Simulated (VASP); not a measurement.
Input of a VASP 6.6.1 run:

File INCAR:

```
  PREC = Accurate
  ENCUT = 500
  EDIFF = 1E-7
  ISMEAR = 0
  SIGMA = 0.05
  LREAL = F
  LASPH = T
  NELM = 120
  ALGO = Normal
  ISIF = 3
  LWAVE = F
  LCHARG = F
  GGA = PE
  IBRION = 2
  NSW = 80
  EDIFFG = -0.01
  GGA_COMPAT = F
  NELMIN = 4
```

File KPOINTS:

```
Automatic mesh
0
Gamma
  4 4 4
```

File POSCAR:

```
Cs2SnI6
1.0
    0.0000000000      5.8138000000      5.8138000000
    5.8138000000      0.0000000000      5.8138000000
    5.8138000000      5.8138000000      0.0000000000
Cs Sn I
2 1 6
Direct
    0.2500000000      0.2500000000      0.2500000000
    0.7500000000      0.7500000000      0.7500000000
    0.0000000000      0.0000000000      0.0000000000
    0.7546400000      0.2453600000      0.2453600000
    0.2453600000      0.7546400000      0.2453600000
    0.2453600000      0.7546400000      0.7546400000
    0.7546400000      0.2453600000      0.7546400000
    0.2453600000      0.2453600000      0.7546400000
    0.7546400000      0.7546400000      0.2453600000
```

Potentials or basis: VASP PAW PBE potentials, release 64 (Cs_sv, Sn_d, I).

Launch:

```console
$ cat potpaw_PBE.64/Cs_sv/POTCAR potpaw_PBE.64/Sn_d/POTCAR potpaw_PBE.64/I/POTCAR > POTCAR
$ mpirun -np 1 vasp_std > vasp.out
```

What does it give for the relaxed cell?

a = 8.514 Å, b = 8.514 Å, c = 8.514 Å, α = 60.00°, β = 60.00°, γ = 60.00°.

Estimate the band gap on the k mesh.

0.27 eV, direct.

What does it give for the space group after relaxing (to 0.05 Å)?

Fm-3m (No. 225).

Predict the relaxed volume.

48.48 Å³/atom.

The path:
```tsv
step	energy change (eV)	largest force (eV/Å)	pressure (GPa)	volume (Å³)
1	0.0000	0.2796	1.58	393.02
2	-0.1319	0.1166	0.13	418.09
3	-0.1321	0.1341	0.06	419.48
4	-0.1376	0.1225	0.05	421.23
5	-0.1506	0.0826	0.03	426.50
6	-0.1601	0.0173	0.03	437.17
7	-0.1601	0.0094	0.03	436.33
```

Caveat: spin-orbit coupling is left out, which moves the levels of the heavy elements; the volume moved by +11 % from the deposited cell, more than functionals usually miss. A k mesh can miss the band edges.
